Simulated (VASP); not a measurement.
# MnO2 (P4_2/mnm) in VASP: settings compared

The runs below take MnO2 through relaxation of shape and atoms at fixed volume, with PBE+D3(BJ)+U, PBE+U.

All numbers are computed with VASP 6.6.1; they aren't measurements. Logs are shortened: lines on timing, memory, paths and dates and some standing lists are left out, and cuts for length are marked.

## 1. The cell of the first run

Symmetry: P4_2/mnm, No. 136, tetragonal system. Conventional cell: a = 4.371 Å, b = 4.371 Å, c = 2.894 Å, α = 90.00°, β = 90.00°, γ = 90.00°. Within 2.5 Å of Mn (site symmetry mmm) lie 6 O at 1.88 to 1.89 Å. O (site symmetry m2m) has 3 Mn at 1.88 to 1.89 Å and 1 O at 2.40 Å within 2.5 Å.

## 2. Relaxation of shape and atoms at fixed volume, PBE+D3(BJ)+U, collinear spin, ferromagnetic start (9.21 Å³/atom)

Input file INCAR:

```
PREC = Accurate ; ENCUT = 600
EDIFF = 1E-7 ; ISMEAR = 0
SIGMA = 0.05 ; LREAL = F
LASPH = T ; NELM = 150
ALGO = Normal ; ISIF = 4
LWAVE = F ; LCHARG = F
ISPIN = 2 ; MAGMOM = 2.91 2.91 -0.04 -0.04 -0.04 -0.04
LORBIT = 11 ; LMAXMIX = 4
LDAU = T ; LDAUTYPE = 2
LDAUL = 2 -1 ; LDAUU = 3.9 0
LDAUJ = 0 0 ; LDAUPRINT = 1
GGA = PE ; IVDW = 12
IBRION = 2 ; NSW = 60
EDIFFG = -0.01
```

Input file KPOINTS:

```
Automatic mesh
0
Gamma
  6 6 8
```

Input file POSCAR:

```
MnO2
1.0
    4.3706810810      0.0000000000      0.0000000000
    0.0000000000      4.3706810810      0.0000000000
    0.0000000000      0.0000000000      2.8937735460
Mn O
2 4
Direct
    0.0000000000      0.0000000000      0.0000000000
    0.5000000000      0.5000000000      0.5000000000
    0.3055646083      0.3055646083      0.0000000000
    0.1944353917      0.8055646083      0.5000000000
    0.6944353917      0.6944353917      0.0000000000
    0.8055646083      0.1944353917      0.5000000000
```

Potentials or basis: VASP PAW PBE potentials, release 64 (Mn_pv, O).

Run with:

```sh
> cat potpaw_PBE.64/Mn_pv/POTCAR potpaw_PBE.64/O/POTCAR > POTCAR
> mpirun -np 1 vasp_std > vasp.out
```

OUTCAR:

```text
PREC = Accurate
   ENCUT = 600
   EDIFF = 1E-7
   ISMEAR = 0
   LREAL = F
   LASPH = T
   NELM = 150
   ISIF = 4
   ISPIN = 2
   LORBIT = 11
   GGA = PE
   IVDW = 12
   IBRION = 2
   NSW = 60
   EDIFFG = -0.01
 IVDW          = 12

 ion  position               nearest neighbor table
   1  0.000  0.000  0.000-   4 1.88   6 1.88   4 1.88   6 1.88   5 1.89   3 1.89
   2  0.500  0.500  0.500-   3 1.88   5 1.88   3 1.88   5 1.88   4 1.89   6 1.89
   3  0.306  0.306  0.000-   2 1.88   2 1.88   1 1.89
   4  0.194  0.806  0.500-   1 1.88   1 1.88   2 1.89
   5  0.694  0.694  0.000-   2 1.88   2 1.88   1 1.89
   6  0.806  0.194  0.500-   1 1.88   1 1.88   2 1.89

  LATTYP: Found a simple tetragonal cell.
 ALAT       =     4.3706810810
 C/A-ratio  =     0.6620875539

  Lattice vectors:

 A1 = (   4.3706810810,   0.0000000000,   0.0000000000)
 A2 = (   0.0000000000,   4.3706810810,   0.0000000000)
 A3 = (   0.0000000000,   0.0000000000,   2.8937735460)

Analysis of symmetry for initial positions (statically):
=====================================================================
 Subroutine PRICEL returns:
 Original cell was already a primitive cell.

 Routine SETGRP: Setting up the symmetry group for a
 simple tetragonal supercell.

 Subroutine GETGRP returns: Found 16 space group operations
 (whereof  8 operations were pure point group operations)
 out of a pool of 16 trial point group operations.

The static configuration has the point symmetry D_2h.
 The point group associated with its full space group is D_4h.

Analysis of symmetry for dynamics (positions and initial velocities):
=====================================================================
 Subroutine PRICEL returns:
 Original cell was already a primitive cell.

 Routine SETGRP: Setting up the symmetry group for a
 simple tetragonal supercell.

 Subroutine GETGRP returns: Found 16 space group operations
 (whereof  8 operations were pure point group operations)
 out of a pool of 16 trial point group operations.
[... 292 lines left out ...]
  o =  0.5037  v =  0.0000  0.7071  0.0000 -0.7071  0.0000  0.0000  0.0000  0.0000  0.0000  0.0000      0.0000  0.0000  0.0000  0.0000  0.0000  0.0000  0.0000  0.0000  0.0000  0.0000
  o =  0.5186  v =  0.8545  0.0000 -0.5195  0.0000 -0.0000  0.0000  0.0000  0.0000  0.0000  0.0000      0.0000  0.0000  0.0000  0.0000  0.0000  0.0000  0.0000  0.0000  0.0000  0.0000
  o =  0.9548  v =  0.5195 -0.0000  0.8545  0.0000  0.0000  0.0000  0.0000  0.0000  0.0000  0.0000      0.0000  0.0000  0.0000  0.0000  0.0000  0.0000  0.0000  0.0000  0.0000  0.0000
  o =  0.9656  v =  0.0000  0.7071  0.0000  0.7071  0.0000  0.0000  0.0000  0.0000  0.0000  0.0000      0.0000  0.0000  0.0000  0.0000  0.0000  0.0000  0.0000  0.0000  0.0000  0.0000
  o =  0.9731  v =  0.0000  0.0000  0.0000  0.0000 -1.0000  0.0000  0.0000  0.0000  0.0000  0.0000      0.0000  0.0000  0.0000  0.0000  0.0000  0.0000  0.0000  0.0000  0.0000  0.0000

atom =   2  type =  1  l = 2

 onsite density matrix

spin component  1

  0.6363  0.0000 -0.1936  0.0000  0.0000
  0.0000  0.7346  0.0000 -0.2310  0.0000
 -0.1936  0.0000  0.8370  0.0000  0.0000
  0.0000 -0.2310  0.0000  0.7346  0.0000
  0.0000  0.0000  0.0000  0.0000  0.9731

spin component  2

  0.2404  0.0000  0.1154  0.0000  0.0000
  0.0000  0.2245  0.0000  0.1162  0.0000
  0.1154  0.0000  0.1433  0.0000 -0.0000
  0.0000  0.1162  0.0000  0.2245  0.0000
  0.0000  0.0000 -0.0000  0.0000  0.1173

 occupancies and eigenvectors

  o =  0.0667  v =  0.0000  0.0000  0.0000  0.0000  0.0000 -0.5532 -0.0000  0.8331  0.0000  0.0000      0.0000  0.0000  0.0000  0.0000  0.0000  0.0000  0.0000  0.0000  0.0000  0.0000
  o =  0.1083  v =  0.0000  0.0000  0.0000  0.0000  0.0000  0.0000 -0.7071  0.0000  0.7071 -0.0000      0.0000  0.0000  0.0000  0.0000  0.0000  0.0000  0.0000  0.0000  0.0000  0.0000
  o =  0.1173  v =  0.0000  0.0000  0.0000  0.0000  0.0000 -0.0000  0.0000  0.0000  0.0000 -1.0000      0.0000  0.0000  0.0000  0.0000  0.0000  0.0000  0.0000  0.0000  0.0000  0.0000
  o =  0.3170  v =  0.0000  0.0000  0.0000  0.0000  0.0000 -0.8331 -0.0000 -0.5532  0.0000  0.0000      0.0000  0.0000  0.0000  0.0000  0.0000  0.0000  0.0000  0.0000  0.0000  0.0000
  o =  0.3407  v =  0.0000  0.0000  0.0000  0.0000  0.0000  0.0000 -0.7071  0.0000 -0.7071 -0.0000      0.0000  0.0000  0.0000  0.0000  0.0000  0.0000  0.0000  0.0000  0.0000  0.0000
  o =  0.5037  v =  0.0000  0.7071  0.0000  0.7071  0.0000  0.0000  0.0000  0.0000  0.0000  0.0000      0.0000  0.0000  0.0000  0.0000  0.0000  0.0000  0.0000  0.0000  0.0000  0.0000
  o =  0.5186  v = -0.8545  0.0000 -0.5195  0.0000  0.0000  0.0000  0.0000  0.0000  0.0000  0.0000      0.0000  0.0000  0.0000  0.0000  0.0000  0.0000  0.0000  0.0000  0.0000  0.0000
  o =  0.9548  v = -0.5195  0.0000  0.8545  0.0000 -0.0000  0.0000  0.0000  0.0000  0.0000  0.0000      0.0000  0.0000  0.0000  0.0000  0.0000  0.0000  0.0000  0.0000  0.0000  0.0000
  o =  0.9656  v =  0.0000  0.7071  0.0000 -0.7071  0.0000  0.0000  0.0000  0.0000  0.0000  0.0000      0.0000  0.0000  0.0000  0.0000  0.0000  0.0000  0.0000  0.0000  0.0000  0.0000
  o =  0.9731  v =  0.0000 -0.0000  0.0000  0.0000  1.0000  0.0000  0.0000  0.0000  0.0000  0.0000      0.0000  0.0000  0.0000  0.0000  0.0000  0.0000  0.0000  0.0000  0.0000  0.0000

--------------------------------------- Ionic step        3  -------------------------------------------

 number of electron      49.9999954 magnetization       6.0095319

 Free energy of the ion-electron system (eV)
  ---------------------------------------------------
  ext. energy  EPLUGINS =         0.00000000
  ---------------------------------------------------
  free energy    TOTEN  =       -42.25789108 eV

  energy without entropy =      -42.25772087  energy(sigma->0) =      -42.25780598

 E-fermi :   5.2062     XC(G=0): -12.0480

 val. band max:        5.1543211092   @ k =   0.0000   0.0000   0.1250
 cond. band min:       5.2400328726   @ k =   0.0000   0.0000   0.1250
 fundamental gap:      0.0857117635
 Fermi energy:         5.2061565754

 spin component 1

 k-point     1 :       0.0000    0.0000    0.0000
  band No.  band energies     occupation
      1     -45.7557      1.00000
      2     -45.7476      1.00000
      3     -45.7182      1.00000
      4     -45.7182      1.00000
      5     -45.6573      1.00000
      6     -45.6573      1.00000
[... 1760 lines left out ...]
  FREE ENERGIE OF THE ION-ELECTRON SYSTEM (eV)
  ---------------------------------------------------
  free  energy   TOTEN  =       -43.2336926230 eV

  energy  without entropy=      -43.2335224136  energy(sigma->0) =      -43.23360752

 reached required accuracy - stopping structural energy minimisation

 total charge

# of ion       s       p       d       tot
------------------------------------------
    1        0.362   6.481   4.833  11.675
    2        0.362   6.481   4.833  11.675
    3        1.565   3.491   0.000   5.056
    4        1.565   3.491   0.000   5.056
    5        1.565   3.491   0.000   5.056
    6        1.565   3.491   0.000   5.056
--------------------------------------------------
tot          6.982  26.927   9.665  43.574

 magnetization (x)

# of ion       s       p       d       tot
------------------------------------------
    1        0.019   0.031   2.963   3.013
    2        0.019   0.031   2.963   3.013
    3       -0.002  -0.032   0.000  -0.034
    4       -0.002  -0.032   0.000  -0.034
    5       -0.002  -0.032   0.000  -0.034
    6       -0.002  -0.032   0.000  -0.034
--------------------------------------------------
tot          0.029  -0.067   5.927   5.889
```

OSZICAR:

```text
N       E                     dE             d eps       ncg     rms          rms(c)
DAV:   1     0.686422375898E+03    0.68642E+03   -0.30506E+04  6680   0.201E+03
DAV:   2     0.102783664428E+02   -0.67614E+03   -0.61841E+03  7386   0.560E+02
DAV:   3    -0.545452151228E+02   -0.64824E+02   -0.63641E+02  6970   0.183E+02
DAV:   4    -0.560174504594E+02   -0.14722E+01   -0.14680E+01  6969   0.277E+01
[... 28 lines left out ...]
DAV:   2    -0.422579423880E+02   -0.88583E-04   -0.18665E-03  6751   0.300E-01    0.701E-02
DAV:   3    -0.422579023169E+02    0.40071E-04   -0.60815E-05  7627   0.907E-02    0.521E-02
DAV:   4    -0.422578907022E+02    0.11615E-04   -0.42332E-05  7380   0.672E-02    0.230E-02
DAV:   5    -0.422578910345E+02   -0.33228E-06   -0.86322E-06  6766   0.239E-02    0.857E-03
DAV:   6    -0.422578910818E+02   -0.47286E-07   -0.45619E-07  5866   0.585E-03
   3 F= -.43233693E+02 E0= -.43233608E+02  d E =-.724369E-03  mag=     6.0095
```

Run time: 14 min. Hardware: 1 thread of Oxide Virtual Turin-like, shared host; peak memory 0.28 GiB.

Results:

| Item | Value |
| --- | --- |
| Free energy | -43.2337 eV |
| Energy gained by relaxing | 0.1 meV/atom |
| Ionic steps | 3 |
| Pressure after relaxing | 9.5 GPa |
| Largest force after relaxing | 0.003 eV/Å |
| Band gap on the k mesh | zero (filled and empty bands overlap) |
| Net moment | 6.01 μB per cell |
| Site moments | Mn +3.01; O -0.03 μB |
| Valence electrons inside the program's atomic spheres | Mn 11.68; O 5.06 |
| Dispersion energy per atom | -0.163 eV |

Forces on the atoms (eV/Å):
```
Mn   0.000  0.000  0.000
Mn   0.000  0.000  0.000
O   -0.002 -0.002  0.000
O    0.002 -0.002  0.000
O    0.002  0.002  0.000
O   -0.002  0.002  0.000
```

Stress tensor (GPa, compression positive):
```
9.57 0.00 0.00
0.00 9.57 0.00
0.00 0.00 9.42
```

Step by step:
```tsv
step	energy change (eV)	largest force (eV/Å)	pressure (GPa)	volume (Å³)
1	0.0000	0.1023	9.65	55.28
2	-0.0005	0.0520	9.41	55.28
3	-0.0007	0.0031	9.52	55.28
```

Final structure:
```cif
data_structure
_symmetry_space_group_name_H-M 'P 1'
_symmetry_Int_Tables_number 1
_cell_length_a 4.3691
_cell_length_b 4.3691
_cell_length_c 2.8959
_cell_angle_alpha 90.000
_cell_angle_beta 90.000
_cell_angle_gamma 90.000
_cell_volume 55.28
loop_
_atom_site_label
_atom_site_type_symbol
_atom_site_fract_x
_atom_site_fract_y
_atom_site_fract_z
_atom_site_occupancy
Mn1 Mn 0.00000 0.00000 0.00000 1
Mn2 Mn 0.50000 0.50000 0.50000 1
O1 O 0.30505 0.30505 0.00000 1
O2 O 0.19495 0.80505 0.50000 1
O3 O 0.69495 0.69495 0.00000 1
O4 O 0.80505 0.19495 0.50000 1
```

Eigenvalues of the final occupation matrices:
| site | spin | trace | eigenvalues |
| --- | --- | --- | --- |
| site 1 d | 1 | 3.92 | 0.50 0.52 0.95 0.97 0.97 |
| site 1 d | 2 | 0.95 | 0.07 0.11 0.12 0.32 0.34 |
| site 2 d | 1 | 3.92 | 0.50 0.52 0.95 0.97 0.97 |
| site 2 d | 2 | 0.95 | 0.07 0.11 0.12 0.32 0.34 |

Caveat: only a ferromagnetic start was run, and an antiferromagnetic order may lie lower in energy.

## 3. Relaxation of shape and atoms at fixed volume, PBE+U, collinear spin, ferromagnetic start

This run uses another cell than the first one, of 9.25 Å³/atom.

Input file INCAR:

```
PREC = Accurate
ENCUT = 600
EDIFF = 1E-6
ISMEAR = 0
SIGMA = 0.05
LREAL = F
LASPH = T
NELM = 150
ALGO = Normal
ISIF = 4
LWAVE = F
LCHARG = F
ISPIN = 2
MAGMOM = 2.91 2.91 0 0 0 0
LORBIT = 11
LMAXMIX = 4
LDAU = T
LDAUTYPE = 2
LDAUL = 2 -1
LDAUU = 3.9 0
LDAUJ = 0 0
LDAUPRINT = 1
GGA = PE
IBRION = 2
NSW = 60
EDIFFG = -0.015
```

Input file KPOINTS:

```
regular mesh
0
Gamma
  6 6 8
```

Input file POSCAR:

```
MnO2
1.0
    4.3959987657      0.0000000000      0.0000000000
    0.0000000000      4.3959987657      0.0000000000
    0.0000000000      0.0000000000      2.8709991938
Mn O
2 4
Direct
    0.0000000000      0.0000000000      0.0000000000
    0.5000000000      0.5000000000      0.5000000000
    0.3020000000      0.3020000000      0.0000000000
    0.1980000000      0.8020000000      0.5000000000
    0.6980000000      0.6980000000      0.0000000000
    0.8020000000      0.1980000000      0.5000000000
```

Potentials or basis: VASP PAW PBE potentials, release 64 (Mn_pv, O).

Run with:

```sh
> cat potpaw_PBE.64/Mn_pv/POTCAR potpaw_PBE.64/O/POTCAR > POTCAR
> mpirun -np 1 vasp_std > vasp.out
```

OUTCAR:

```text
PREC = Accurate
   ENCUT = 600
   EDIFF = 1E-6
   ISMEAR = 0
   LREAL = F
   LASPH = T
   NELM = 150
   ISIF = 4
   ISPIN = 2
   LORBIT = 11
   GGA = PE
   IBRION = 2
   NSW = 60
   EDIFFG = -0.015

 ion  position               nearest neighbor table
   1  0.000  0.000  0.000-   3 1.88   5 1.88   4 1.89   6 1.89   4 1.89   6 1.89
   2  0.500  0.500  0.500-   4 1.88   6 1.88   5 1.89   3 1.89   3 1.89   5 1.89
   3  0.302  0.302  0.000-   1 1.88   2 1.89   2 1.89
   4  0.198  0.802  0.500-   2 1.88   1 1.89   1 1.89
   5  0.698  0.698  0.000-   1 1.88   2 1.89   2 1.89
   6  0.802  0.198  0.500-   2 1.88   1 1.89   1 1.89

  LATTYP: Found a simple tetragonal cell.
 ALAT       =     4.3959987657
 C/A-ratio  =     0.6530937215

  Lattice vectors:

 A1 = (   4.3959987657,   0.0000000000,   0.0000000000)
 A2 = (   0.0000000000,   4.3959987657,   0.0000000000)
 A3 = (   0.0000000000,   0.0000000000,   2.8709991938)

Analysis of symmetry for initial positions (statically):
=====================================================================
 Subroutine PRICEL returns:
 Original cell was already a primitive cell.

 Routine SETGRP: Setting up the symmetry group for a
 simple tetragonal supercell.

 Subroutine GETGRP returns: Found 16 space group operations
 (whereof  8 operations were pure point group operations)
 out of a pool of 16 trial point group operations.

The static configuration has the point symmetry D_2h.
 The point group associated with its full space group is D_4h.

Analysis of symmetry for dynamics (positions and initial velocities):
=====================================================================
 Subroutine PRICEL returns:
 Original cell was already a primitive cell.

[... 388 lines left out ...]
spin component  2

  0.2392  0.0000  0.1146  0.0000 -0.0000
  0.0000  0.2237  0.0000  0.1158  0.0000
  0.1146  0.0000  0.1423  0.0000  0.0000
  0.0000  0.1158  0.0000  0.2237  0.0000
 -0.0000  0.0000  0.0000  0.0000  0.1166

 occupancies and eigenvectors

  o =  0.0664  v =  0.0000  0.0000  0.0000  0.0000  0.0000 -0.5525 -0.0000  0.8335  0.0000 -0.0000      0.0000  0.0000  0.0000  0.0000  0.0000  0.0000  0.0000  0.0000  0.0000  0.0000
  o =  0.1078  v =  0.0000  0.0000  0.0000  0.0000  0.0000  0.0000  0.7071  0.0000 -0.7071 -0.0000      0.0000  0.0000  0.0000  0.0000  0.0000  0.0000  0.0000  0.0000  0.0000  0.0000
  o =  0.1166  v =  0.0000  0.0000  0.0000  0.0000  0.0000 -0.0000  0.0000  0.0000  0.0000  1.0000      0.0000  0.0000  0.0000  0.0000  0.0000  0.0000  0.0000  0.0000  0.0000  0.0000
  o =  0.3152  v =  0.0000  0.0000  0.0000  0.0000  0.0000 -0.8335 -0.0000 -0.5525  0.0000 -0.0000      0.0000  0.0000  0.0000  0.0000  0.0000  0.0000  0.0000  0.0000  0.0000  0.0000
  o =  0.3395  v =  0.0000  0.0000  0.0000  0.0000  0.0000  0.0000 -0.7071  0.0000 -0.7071  0.0000      0.0000  0.0000  0.0000  0.0000  0.0000  0.0000  0.0000  0.0000  0.0000  0.0000
  o =  0.5041  v =  0.0000 -0.7071  0.0000 -0.7071 -0.0000  0.0000  0.0000  0.0000  0.0000  0.0000      0.0000  0.0000  0.0000  0.0000  0.0000  0.0000  0.0000  0.0000  0.0000  0.0000
  o =  0.5194  v = -0.8543  0.0000 -0.5198  0.0000  0.0000  0.0000  0.0000  0.0000  0.0000  0.0000      0.0000  0.0000  0.0000  0.0000  0.0000  0.0000  0.0000  0.0000  0.0000  0.0000
  o =  0.9546  v = -0.5198  0.0000  0.8543  0.0000 -0.0000  0.0000  0.0000  0.0000  0.0000  0.0000      0.0000  0.0000  0.0000  0.0000  0.0000  0.0000  0.0000  0.0000  0.0000  0.0000
  o =  0.9654  v =  0.0000 -0.7071  0.0000  0.7071 -0.0000  0.0000  0.0000  0.0000  0.0000  0.0000      0.0000  0.0000  0.0000  0.0000  0.0000  0.0000  0.0000  0.0000  0.0000  0.0000
  o =  0.9730  v =  0.0000  0.0000 -0.0000  0.0000 -1.0000  0.0000  0.0000  0.0000  0.0000  0.0000      0.0000  0.0000  0.0000  0.0000  0.0000  0.0000  0.0000  0.0000  0.0000  0.0000

--------------------------------------- Ionic step        5  -------------------------------------------

 number of electron      49.9999952 magnetization       6.0113938

 Free energy of the ion-electron system (eV)
  ---------------------------------------------------
  ext. energy  EPLUGINS =         0.00000000
  ---------------------------------------------------
  free energy    TOTEN  =       -42.27363778 eV

  energy without entropy =      -42.27339158  energy(sigma->0) =      -42.27351468

 E-fermi :   5.1527     XC(G=0): -12.0267

 val. band max:        5.1115445290   @ k =   0.0000   0.0000   0.1250
 cond. band min:       5.1731998178   @ k =   0.0000   0.0000   0.1250
 fundamental gap:      0.0616552887
 Fermi energy:         5.1526731087

 spin component 1

 k-point     1 :       0.0000    0.0000    0.0000
  band No.  band energies     occupation
      1     -45.8021      1.00000
      2     -45.7942      1.00000
      3     -45.7644      1.00000
      4     -45.7644      1.00000
      5     -45.7040      1.00000
      6     -45.7040      1.00000
[... 1756 lines left out ...]
  FREE ENERGIE OF THE ION-ELECTRON SYSTEM (eV)
  ---------------------------------------------------
  free  energy   TOTEN  =       -42.2736377842 eV

  energy  without entropy=      -42.2733915810  energy(sigma->0) =      -42.27351468

 reached required accuracy - stopping structural energy minimisation

 total charge

# of ion       s       p       d       tot
------------------------------------------
    1        0.360   6.478   4.829  11.667
    2        0.360   6.478   4.829  11.667
    3        1.565   3.489   0.000   5.053
    4        1.565   3.489   0.000   5.053
    5        1.565   3.489   0.000   5.053
    6        1.565   3.489   0.000   5.053
--------------------------------------------------
tot          6.978  26.911   9.658  43.547

 magnetization (x)

# of ion       s       p       d       tot
------------------------------------------
    1        0.019   0.031   2.969   3.019
    2        0.019   0.031   2.969   3.019
    3       -0.002  -0.034   0.000  -0.036
    4       -0.002  -0.034   0.000  -0.036
    5       -0.002  -0.034   0.000  -0.036
    6       -0.002  -0.034   0.000  -0.036
--------------------------------------------------
tot          0.029  -0.075   5.937   5.892
```

Run time: 15 min. Hardware: 1 thread of Oxide Virtual Turin-like, shared host; peak memory 0.27 GiB.

What came out:

* Free energy: -42.2736 eV
* Energy gained by relaxing: 3.3 meV/atom
* Ionic steps: 5
* Pressure after relaxing: 11.5 GPa
* Band gap on the k mesh: zero (filled and empty bands overlap)
* Net moment: 6.01 μB per cell
* Site moments: Mn +3.02; O -0.04 μB
* Valence electrons inside the program's atomic spheres: Mn 11.67; O 5.05

Forces in eV/Å, atoms in the order of the input:
```
Mn   0.000  0.000  0.000
Mn   0.000  0.000  0.000
O    0.002  0.002  0.000
O   -0.002  0.002  0.000
O   -0.002 -0.002  0.000
O    0.002 -0.002  0.000
```

The path:
```tsv
step	energy change (eV)	largest force (eV/Å)	pressure (GPa)	volume (Å³)
1	0.0000	0.4324	11.26	55.48
2	-0.0163	0.1119	11.83	55.48
3	-0.0167	0.0388	11.75	55.48
4	-0.0195	0.0048	11.53	55.48
5	-0.0196	0.0022	11.45	55.48
```

Final structure:
```yaml
crystal:
  lattice:
    - [4.37559, 0.00000, 0.00000]
    - [0.00000, 4.37559, 0.00000]
    - [0.00000, 0.00000, 2.89785]
  atoms:
    - { symbol: Mn, position: [0.00000, 0.00000, 0.00000] }
    - { symbol: Mn, position: [0.50000, 0.50000, 0.50000] }
    - { symbol: O, position: [0.30507, 0.30507, 0.00000] }
    - { symbol: O, position: [0.19493, 0.80507, 0.50000] }
    - { symbol: O, position: [0.69493, 0.69493, 0.00000] }
    - { symbol: O, position: [0.80507, 0.19493, 0.50000] }
```

Eigenvalues of the final occupation matrices:
| site | spin | trace | eigenvalues |
| --- | --- | --- | --- |
| site 1 d | 1 | 3.92 | 0.50 0.52 0.95 0.97 0.97 |
| site 1 d | 2 | 0.95 | 0.07 0.11 0.12 0.32 0.34 |
| site 2 d | 1 | 3.92 | 0.50 0.52 0.95 0.97 0.97 |
| site 2 d | 2 | 0.95 | 0.07 0.11 0.12 0.32 0.34 |

Caveat: only a ferromagnetic start was run, and an antiferromagnetic order may lie lower in energy.
